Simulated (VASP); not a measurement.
Runs of VASP 6.6.1 on Ge. The structure is that of space group Fd-3m (No. 227), or close to it. The cells are those of the table. 

```tsv
task	cell	k mesh	cutoff (eV)	smearing	gap on the mesh (eV)	pressure (GPa)
single point	a = 4.000 Å, angles 60.0°, 2 atoms	6 × 6 × 6	500	gaussian 0.1 eV	-	(a)
single point	a = 4.074 Å, angles 60.0°, 2 atoms	10 × 10 × 10	520	gaussian 0.15 eV	none	-0.1
single point	a = 4.074 Å, angles 90.0, 60.0, 120.0°, 2 atoms	9 × 9 × 10	520	gaussian 0.1 eV	none	-0.1
single point	a = 4.074 Å, angles 60.0°, 2 atoms	14 × 14 × 14	500	tetrahedron	none	-0.2
single point	a = 4.074 Å, angles 60.0°, 2 atoms	14 × 14 × 14	520	gaussian 0.1 eV	none	-0.1
```

Alike in all rows: level PBE; potentials or basis VASP PAW PBE potentials, release 64 (Ge_d); no spin polarisation.

Question: Estimate the missing entries.

Answer: (a) 3.5.

A k mesh can miss the band edges, and the runs leave out spin-orbit coupling on Ge.

A gap of «none» marks levels without a gap at the run's occupations.
